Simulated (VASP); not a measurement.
Here is a VASP 6.6.1 calculation.

The input INCAR:

```
PREC     = Accurate       # precision mode
ENCUT    = 520            # plane-wave cutoff, eV
EDIFF    = 1E-7           # SCF threshold, eV
ISMEAR   = -1             # smearing method
SIGMA    = 0.02           # smearing width, eV
LREAL    = False          # projectors in reciprocal space
LASPH    = True           # aspherical terms in the spheres
NELM     = 80             # most SCF steps
ALGO     = Normal         # electronic algorithm
ISIF     = 2              # what is computed and relaxed
LWAVE    = False          # write WAVECAR
LCHARG   = True           # write CHGCAR
GGA      = PE             # functional
LELF     = True           # ELF
LVHAR    = True         
NBANDS   = 9              # bands
```

The input KPOINTS:

```
Automatic mesh
0
Gamma
  10 10 10
```

The input POSCAR:

```
LiH
1.0
    0.0000000000      2.1451220264      2.1451220264
    2.1451220264      0.0000000000      2.1451220264
    2.1451220264      2.1451220264      0.0000000000
Li H
1 1
Direct
    0.0000000000      0.0000000000      0.0000000000
    0.2500000000      0.2500000000      0.2500000000
```

Potentials or basis: VASP PAW PBE potentials, release 64 (Li_sv, H).

Launch:

```sh
$ cat potpaw_PBE.64/Li_sv/POTCAR potpaw_PBE.64/H/POTCAR > POTCAR
$ mpirun -np 1 vasp_std > vasp.out
```

Q: What does it give for the band gap on the k mesh?

A: 4.24 eV, indirect (least direct gap 5.27 eV).

 A k mesh can miss the band edges.
